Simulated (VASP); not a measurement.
# AlN (P6_3mc) in VASP: notebook, part 2 of 2

VASP 6.6.1. Earlier steps stand in the parts before.

## 4. Single point, PBEsol (volume scaled by 0.96)

The input, INCAR:

```
PREC = Accurate ; ENCUT = 520
EDIFF = 1E-7 ; ISMEAR = -1
SIGMA = 0.03 ; LREAL = False
LASPH = True ; NELM = 80
ALGO = Normal ; ISIF = 2
LWAVE = False ; LCHARG = False
GGA = PS ; NBANDS = 16
```

The input, KPOINTS:

```
Automatic mesh
0
Gamma
  10 10 6
```

The input, POSCAR:

```
AlN
1.0
    3.0689564278      0.0000000000      0.0000000000
   -1.5344782139      2.6577942296      0.0000000000
    0.0000000000      0.0000000000      4.9107214824
Al N
2 2
Direct
    0.3333333333      0.6666666667      0.0000000000
    0.6666666667      0.3333333333      0.5000000000
    0.3333333333      0.6666666667      0.3850000000
    0.6666666667      0.3333333333      0.8850000000
```

Potentials or basis: VASP PAW PBE potentials, release 64 (Al, N).

Started as:

```sh
$ cat potpaw_PBE.64/Al/POTCAR potpaw_PBE.64/N/POTCAR > POTCAR
$ mpirun -np 1 vasp_std > vasp.out
```

OUTCAR:

```text
PREC = Accurate
   ENCUT = 520
   EDIFF = 1E-7
   ISMEAR = -1
   LREAL = False
   LASPH = True
   NELM = 80
   ISIF = 2
   GGA = PS

 ion  position               nearest neighbor table
   1  0.333  0.667  0.000-   4 1.86   4 1.86   4 1.86   3 1.89   2 3.03   2 3.03   2 3.03   2 3.03
                             2 3.03   2 3.03
   2  0.667  0.333  0.500-   3 1.86   3 1.86   3 1.86   4 1.89   1 3.03   1 3.03   1 3.03   1 3.03
                             1 3.03   1 3.03
   3  0.333  0.667  0.385-   2 1.86   2 1.86   2 1.86   1 1.89
   4  0.667  0.333  0.885-   1 1.86   1 1.86   1 1.86   2 1.89

  LATTYP: Found a hexagonal cell.
 ALAT       =     3.0689564278
 C/A-ratio  =     1.6001274694

  Lattice vectors:

 A1 = (   3.0689564278,   0.0000000000,   0.0000000000)
 A2 = (  -1.5344782139,   2.6577942296,   0.0000000000)
 A3 = (   0.0000000000,   0.0000000000,   4.9107214824)

Analysis of symmetry for initial positions (statically):
=====================================================================
 Subroutine PRICEL returns:
 Original cell was already a primitive cell.

 Routine SETGRP: Setting up the symmetry group for a
 hexagonal supercell.

 Subroutine GETGRP returns: Found 12 space group operations
 (whereof  6 operations were pure point group operations)
 out of a pool of 24 trial point group operations.

The static configuration has the point symmetry C_3v.
 The point group associated with its full space group is C_6v.

Analysis of symmetry for dynamics (positions and initial velocities):
=====================================================================
 Subroutine PRICEL returns:
 Original cell was already a primitive cell.

 Routine SETGRP: Setting up the symmetry group for a
 hexagonal supercell.

 Subroutine GETGRP returns: Found 12 space group operations
 (whereof  6 operations were pure point group operations)
 out of a pool of 24 trial point group operations.

The dynamic configuration has the point symmetry C_3v.
 The point group associated with its full space group is C_6v.

 Subroutine INISYM returns: Found 12 space group operations
 (whereof  6 operations are pure point group operations),
 and found     1 'primitive' translations

----------------------------------------------------------------------------------------

                                     Primitive cell

  volume of cell :      40.0551

  direct lattice vectors                    reciprocal lattice vectors
     3.068956428  0.000000000  0.000000000     0.325843662  0.188125926  0.000000000
    -1.534478214  2.657794230  0.000000000     0.000000000  0.376251852  0.000000000
     0.000000000  0.000000000  4.910721482     0.000000000  0.000000000  0.203636065

  length of vectors
     3.068956428  3.068956428  4.910721482     0.376251852  0.376251852  0.203636065

  position of ions in fractional coordinates (direct lattice)
     0.333333333  0.666666667  0.000000000
     0.666666667  0.333333333  0.500000000
     0.333333333  0.666666667  0.385000000
     0.666666667  0.333333333  0.885000000

  ion indices of the primitive-cell ions
   primitive index   ion index
                 1           1
                 2           2
                 3           3
                 4           4

----------------------------------------------------------------------------------------

 KPOINTS: Automatic mesh

Automatic generation of k-mesh.
 Grid dimensions read from file:
 generate k-points for:   10   10    6

 Generating k-lattice:

  Cartesian coordinates                     Fractional coordinates (reciprocal lattice)
     0.032584366  0.018812593  0.000000000     0.100000000  0.000000000  0.000000000
     0.000000000  0.037625185  0.000000000     0.000000000  0.100000000  0.000000000
     0.000000000  0.000000000  0.033939344     0.000000000  0.000000000  0.166666667

  Length of vectors
     0.037625185  0.037625185  0.033939344

  Shift w.r.t. Gamma in fractional coordinates (k-lattice)
     0.000000000  0.000000000  0.000000000

 Subroutine IBZKPT returns following result:
 ===========================================

 Found     56 irreducible k-points:

 Following reciprocal coordinates:
            Coordinates               Weight
  0.000000  0.000000  0.000000      1.000000
  0.100000  0.000000  0.000000      6.000000
  0.200000  0.000000  0.000000      6.000000
  0.300000  0.000000  0.000000      6.000000
  0.400000  0.000000  0.000000      6.000000
  0.500000  0.000000  0.000000      3.000000
[... 16 lines left out ...]
  0.300000  0.100000  0.166667     24.000000
  0.400000  0.100000  0.166667     24.000000
 [... further k-points ...]
   k-points           NKPTS =     56   k-points in BZ     NKDIM =     56   number of bands    NBANDS=     16
   number of dos      NEDOS =    301   number of ions     NIONS =      4
   total plane-waves  NPLWV =  23040
   dimension x,y,z NGX =    24 NGY =   24 NGZ =   40
   dimension x,y,z NGXF=    48 NGYF=   48 NGZF=   80
   ions per type =               2   2
   NGX,Y,Z   is equivalent  to a cutoff of  13.00, 13.00, 13.54 a.u.
   NGXF,Y,Z  is equivalent  to a cutoff of  26.00, 26.00, 27.08 a.u.
 SYSTEM =  unknown system
   PREC   = accura    normal or accurate (medium, high low for compatibility)
   ISTART =      0    job   : 0-new  1-cont  2-samecut
   ICHARG =      2    charge: 1-file 2-atom 10-const
   ISPIN  =      1    spin polarized calculation?
   LNONCOLLINEAR =      F non collinear calculations
   LSORBIT =      F    spin-orbit coupling
   LASPH  =      T    aspherical Exc in radial PAW
   ENCUT  =  520.0 eV  38.22 Ry    6.18 a.u.   5.71  5.71  9.13*2*pi/ulx,y,z
   NELM   =     80;   NELMIN=  2; NELMDL= -5     # of ELM steps
   EDIFF  = 0.1E-06   stopping-criterion for ELM
   LREAL  =      F    real-space projection
   EDIFFG = 0.1E-05   stopping-criterion for IOM
   NSW    =      0    number of steps for IOM
   IBRION =     -1    ionic relax: 0-MD 1-quasi-New 2-CG
   NFREE  =      0    steps in history (QN), initial steepest desc. (CG)
   ISIF   =      2    stress and relaxation
   ISYM   =      2    0-nonsym 1-usesym 2-fastsym
   POTIM  = 0.5000    time-step for ionic-motion
   TEBEG  =    0.0;   TEEND  =   0.0 temperature during run
   PSTRESS=    0.0 pullay stress
   NELECT =      16.0000    total number of electrons
   NUPDOWN=      -1.0000    fix difference up-down
   EMIN   =  10.00;   EMAX   =-10.00  energy-range for DOS
   EFERMI =   0.00;   METHOD = LEGACY
   ISMEAR =    -1;   SIGMA  =   0.03  broadening in eV -4-tet -1-fermi 0-gaus
   EFERMI_NEDOS =   21; number of points for ismear=-14 and -15
   IALGO  =     38    algorithm
   IMIX   =      4    mixing-type and parameters
     AMIX     =   0.40;   BMIX     =  1.00
     AMIX_MAG =   1.60;   BMIX_MAG =  1.00
  volume/ion in A,a.u.               =      10.01        67.58
  Fermi-wavevector in a.u.,A,eV,Ry     =   1.205672  2.278389 19.778027  1.453644
  Thomas-Fermi vector in A             =   2.341361
   LORBIT       =      0    0 simple, 1 ext, 2 COOP (PROOUT), +10 PAW based schemes
   GGA     = PS    functional components
   LHFCALC =     F    Hartree Fock is set to
   AEXX    =    0.0000 exact exchange contribution
   IVDW    =     0    specifies the selected vdW correction
   LEPSILON=     F    determine dielectric tensor
   LRPA    =     F    only Hartree local field effects (RPA)
 non-spin polarized calculation
  energy-cutoff  :      520.00
  volume of cell :       40.06
 maximum number of plane-waves:      1092
 NGX is ok and might be reduce to    24
   NGX = 11   NGY = 11   NGZ = 19

 number of electron      15.9999997 magnetization

 Free energy of the ion-electron system (eV)
  ---------------------------------------------------
  ext. energy  EPLUGINS =         0.00000000
  ---------------------------------------------------
  free energy    TOTEN  =       -31.25728469 eV

  energy without entropy =      -31.25728469  energy(sigma->0) =      -31.25728469

 E-fermi :   7.1204     XC(G=0): -11.2916

 val. band max:        6.5276643218   @ k =   0.0000   0.0000   0.0000
 cond. band min:      10.9799173457   @ k =   0.0000   0.0000   0.0000
 fundamental gap:      4.4522530238
 Fermi energy:         7.1204252580

 k-point     1 :       0.0000    0.0000    0.0000
  band No.  band energies     occupation
      1      -8.9524      2.00000
      2      -6.6338      2.00000
      3       0.2414      2.00000
      4       5.5582      2.00000
      5       5.5582      2.00000
      6       6.2232      2.00000
[... 433 lines left out ...]
      3       0.8438      2.00000
      4       1.9206      2.00000
      5       3.2925      2.00000
      6       4.0894      2.00000
[... 8 lines left out ...]
     15      19.3110      0.00000
     16      21.7676      0.00000

 [... further k-points ...]
[... 5 lines left out ...]
  --------------------------------------------------------------------------------------
  -------------------------------------------------------------------------------------
  Total        2.6624062      2.6624062      1.8756021      0.0000000      0.0000000     -0.0000000
  in kB      106.4945815    106.4945815     75.0229094      0.0000000      0.0000000     -0.0000000
  external PRESSURE =      96.0040241 kB  Pullay stress =       0.0000000 kB

 VOLUME and BASIS-vectors are now :
 -----------------------------------------------------------------------------
  energy-cutoff  :      520.00
  volume of cell :       40.06
      direct lattice vectors                 reciprocal lattice vectors
     3.068956428  0.000000000  0.000000000     0.325843662  0.188125926  0.000000000
    -1.534478214  2.657794230  0.000000000     0.000000000  0.376251852  0.000000000
     0.000000000  0.000000000  4.910721482     0.000000000  0.000000000  0.203636065

 POSITION                                       TOTAL-FORCE (eV/Angst)
 -----------------------------------------------------------------------------------
     -0.00000      1.77186      0.00000        -0.000000      0.000000      0.180373
      1.53448      0.88593      2.45536         0.000000      0.000000      0.180373
     -0.00000      1.77186      1.89063         0.000000      0.000000     -0.180373
      1.53448      0.88593      4.34599        -0.000000      0.000000     -0.180373
 -----------------------------------------------------------------------------------
    total drift:                                0.000000      0.000000      0.000375

  FREE ENERGIE OF THE ION-ELECTRON SYSTEM (eV)
  ---------------------------------------------------
  free  energy   TOTEN  =       -31.2572846925 eV

  energy  without entropy=      -31.2572846925  energy(sigma->0) =      -31.25728469
```

OSZICAR:

```text
N       E                     dE             d eps       ncg     rms          rms(c)
DAV:   1     0.408722779559E+02    0.40872E+02   -0.73648E+03  1792   0.900E+02
DAV:   2    -0.324924350894E+02   -0.73365E+02   -0.67373E+02  2496   0.192E+02
DAV:   3    -0.358616327588E+02   -0.33692E+01   -0.33599E+01  2312   0.420E+01
DAV:   4    -0.358812800937E+02   -0.19647E-01   -0.19646E-01  2176   0.361E+00
DAV:   5    -0.358815267536E+02   -0.24666E-03   -0.24666E-03  2248   0.409E-01    0.120E+01
DAV:   6    -0.313179372008E+02    0.45636E+01   -0.95823E+00  2128   0.226E+01    0.431E+00
DAV:   7    -0.312944961431E+02    0.23441E-01   -0.66136E-01  2016   0.567E+00    0.296E+00
DAV:   8    -0.312615765432E+02    0.32920E-01   -0.68471E-02  2000   0.220E+00    0.536E-01
DAV:   9    -0.312570200017E+02    0.45565E-02   -0.11994E-02  2400   0.817E-01    0.241E-01
DAV:  10    -0.312573519281E+02   -0.33193E-03   -0.12622E-03  1920   0.233E-01    0.144E-01
DAV:  11    -0.312572859137E+02    0.66014E-04   -0.10816E-04  2128   0.768E-02    0.300E-02
DAV:  12    -0.312572850361E+02    0.87765E-06   -0.50642E-06  2104   0.192E-02    0.391E-03
DAV:  13    -0.312572846698E+02    0.36627E-06   -0.16665E-06  2280   0.960E-03    0.424E-03
DAV:  14    -0.312572846925E+02   -0.22720E-07   -0.14337E-07  1160   0.332E-03
   1 F= -.31257285E+02 E0= -.31257285E+02  d E =-.104121E-10
```

stdout:

```text
POSCAR found type information on POSCAR AlN
 POSCAR found :  2 types and       4 ions
 scaLAPACK will be used
 -----------------------------------------------------------------------------
|                                                                             |
|                                                                             |
|     You enforced a specific xc type in the INCAR file but a different       |
|     I HOPE YOU KNOW WHAT YOU ARE DOING!                                     |
|                                                                             |
 -----------------------------------------------------------------------------

 LDA part: xc-table for (Slater+PW92), standard interpolation
 POSCAR, INCAR and KPOINTS ok, starting setup
 FFT: planning ... GRIDC
 FFT: planning ... GRID_SOFT
 FFT: planning ... GRID
 WAVECAR not read
 entering main loop
```

Wall time 30 s (1 thread of Intel Xeon 6975P-C (Granite Rapids), shared host); peak memory 0.16 GiB.

What came out:

```
Free energy            : -31.2573 eV
Pressure               : 9.6 GPa
Largest force          : 0.180 eV/Å
Band gap on the k mesh : 4.45 eV, direct
```

Forces in eV/Å, atoms in the order of the input:
```
Al   0.000  0.000  0.180
Al   0.000  0.000  0.180
N    0.000  0.000 -0.180
N    0.000  0.000 -0.180
```

Levels at points of the mesh, in eV from the valence-band top:
```csv
k point,band 4,band 5,band 6,band 7,band 8,band 9,band 10,band 11,band 12,band 13
"(0.00, 0.00, 0.00)",-0.97,-0.97,-0.30,-0.30,0.00,4.45,6.89,10.84,11.28,11.28
"(0.50, 0.00, 0.00)",-4.36,-3.51,-2.24,-1.89,-0.78,5.74,5.78,8.39,10.41,10.99
"(0.00, 0.00, 0.50)",-3.46,-0.65,-0.65,-0.65,-0.65,6.72,6.72,10.51,10.51,11.60
"(0.50, 0.00, 0.50)",-5.88,-1.59,-1.59,-1.45,-1.45,5.28,5.28,9.31,9.31,12.18
```

Caveat: the PAW data sets were made with another functional, which shifts forces and pressure a little.

## 5. Single point, PBEsol (volume scaled by 0.99)

The input, INCAR:

```
SYSTEM = AlN
ALGO = Normal
EDIFF = 1E-7
ENCUT = 520
GGA = PS
ISIF = 2
ISMEAR = -1
LASPH = .TRUE.
LCHARG = .FALSE.
LREAL = .FALSE.
LWAVE = .FALSE.
NBANDS = 16
NELM = 80
PREC = Accurate
SIGMA = 0.03
```

The input, KPOINTS:

```
k-points
0
G
  10 10 6
  0 0 0
```

The input, POSCAR:

```
AlN
1.0
    3.1005973844      0.0000000000      0.0000000000
   -1.5502986922      2.6851961018      0.0000000000
    0.0000000000      0.0000000000      4.9613510462
Al N
2 2
Direct
    0.3333333333      0.6666666667      0.0000000000
    0.6666666667      0.3333333333      0.5000000000
    0.3333333333      0.6666666667      0.3850000000
    0.6666666667      0.3333333333      0.8850000000
```

Started as:

```sh
$ cat potpaw_PBE.64/Al/POTCAR potpaw_PBE.64/N/POTCAR > POTCAR
$ mpirun -np 1 vasp_std > vasp.out
```

Run time: 30 s. Hardware: 1 thread of Intel Xeon 6975P-C (Granite Rapids), shared host; peak memory 0.16 GiB.

The run converged. Its results:

| Item | Value |
| --- | --- |
| Free energy | -31.3052 eV |
| Pressure | 2.6 GPa |
| Largest force | 0.178 eV/Å |
| Band gap on the k mesh | 4.18 eV, direct |

Forces on the atoms (eV/Å):
```
Al   0.000  0.000  0.178
Al   0.000  0.000  0.178
N    0.000  0.000 -0.178
N    0.000  0.000 -0.178
```

Stress tensor (GPa, compression positive):
```
3.40 0.00 0.00
0.00 3.40 0.00
0.00 0.00 1.14
```

Levels at points of the mesh, in eV from the valence-band top:
```
           k point  band 4  band 5  band 6  band 7  band 8  band 9  band 10  band 11  band 12  band 13
(0.00, 0.00, 0.00)   -0.95   -0.95   -0.30   -0.30    0.00    4.18     6.62    10.58    11.05    11.05
(0.50, 0.00, 0.00)   -4.29   -3.44   -2.20   -1.85   -0.77    5.67     5.68     8.12    10.19    10.82
(0.00, 0.00, 0.50)   -3.41   -0.64   -0.64   -0.64   -0.64    6.45     6.45    10.26    10.26    11.38
(0.50, 0.00, 0.50)   -5.76   -1.56   -1.56   -1.42   -1.42    5.18     5.18     9.13     9.13    11.81
```

Caveat: the PAW data sets were made with another functional, which shifts forces and pressure a little.

## 6. Single point, PBEsol (zz strain of -1 %)

The input, INCAR:

```
  ALGO = Normal
  EDIFF = 1E-6
  ENCUT = 520
  GGA = PS
  ISIF = 2
  ISMEAR = -1
  LASPH = True
  LCHARG = True
  LELF = True
  LREAL = False
  LVHAR = True
  LWAVE = False
  NBANDS = 16
  NELM = 80
  PREC = Accurate
  SIGMA = 0.03
```

The input, KPOINTS:

```
k-points
0
Gamma
  10 10 6
```

The input, POSCAR:

```
AlN
1.0
    3.1110021516      0.0000000000      0.0000000000
   -1.5555010758      2.6942068945      0.0000000000
    0.0000000000      0.0000000000      4.9282200000
Al N
2 2
Direct
    0.3333333333      0.6666666667      0.0000000000
    0.6666666667      0.3333333333      0.5000000000
    0.3333333333      0.6666666667      0.3850000000
    0.6666666667      0.3333333333      0.8850000000
```

Potentials or basis: VASP PAW PBE potentials, release 64 (Al, N).

Started as:

```sh
$ cat potpaw_PBE.64/Al/POTCAR potpaw_PBE.64/N/POTCAR > POTCAR
$ mpirun -np 1 vasp_std > vasp.out
```

It took 25 s on 1 thread of Intel Xeon 6975P-C (Granite Rapids), shared host; peak memory 0.16 GiB.

The run converged. Its results:

```yaml
Free_energy: -31.3056 eV
Pressure: 2.5 GPa
Largest_force: 0.052 eV/Å
Band_gap_on_the_k_mesh: 4.15 eV, direct
```

Forces on the atoms (eV/Å):
```
Al   0.000  0.000  0.052
Al   0.000  0.000  0.052
N    0.000  0.000 -0.052
N    0.000  0.000 -0.052
```

Stress tensor (GPa, compression positive):
```
1.87 0.00 0.00
0.00 1.87 0.00
0.00 0.00 3.65
```

Levels at points of the mesh, in eV from the valence-band top:
```
           k point  band 5  band 6  band 7  band 8  band 9  band 10  band 11  band 12
(0.00, 0.00, 0.00)   -1.03   -0.34   -0.34    0.00    4.15     6.49    10.60    10.93
(0.50, 0.00, 0.00)   -3.47   -2.27   -1.88   -0.80    5.58     5.71     8.09    10.18
(0.00, 0.00, 0.50)   -0.69   -0.69   -0.69   -0.69    6.37     6.37    10.27    10.27
(0.50, 0.00, 0.50)   -1.62   -1.62   -1.42   -1.42    5.17     5.17     9.11     9.11
```

Caveat: the cell differs from its parent crystal (zz strain of -1 %); the PAW data sets were made with another functional, which shifts forces and pressure a little.

## 7. The runs side by side

| cell | gap on the mesh (eV) | pressure (GPa) | largest force (eV/Å) |
| --- | --- | --- | --- |
| a = 3.142, b = 3.142, c = 4.978 Å, angles 90.0, 90.0, 120.0°, 4 atoms | 3.89 | -3.5 | 0.07 |
| a = 3.173, b = 3.173, c = 4.978 Å, angles 90.0, 90.0, 120.0°, 4 atoms | 3.70 | -7.2 | 0.02 |
| a = 3.069, b = 3.069, c = 4.911 Å, angles 90.0, 90.0, 120.0°, 4 atoms | 4.45 | 9.6 | 0.18 |
| a = 3.101, b = 3.101, c = 4.961 Å, angles 90.0, 90.0, 120.0°, 4 atoms | 4.18 | 2.6 | 0.18 |
| a = 3.111, b = 3.111, c = 4.928 Å, angles 90.0, 90.0, 120.0°, 4 atoms | 4.15 | 2.5 | 0.05 |

Alike in all rows: task single point; level PBEsol; potentials or basis VASP PAW PBE potentials, release 64 (Al, N); no spin polarisation; k mesh 10 × 10 × 6; cutoff (eV) 520; smearing fermi-dirac 0.03 eV.

Caveats: the PAW data sets were made with another functional, which shifts forces and pressure a little.

Total energies depend on the potentials used, so only differences within one code and one set of settings carry meaning.
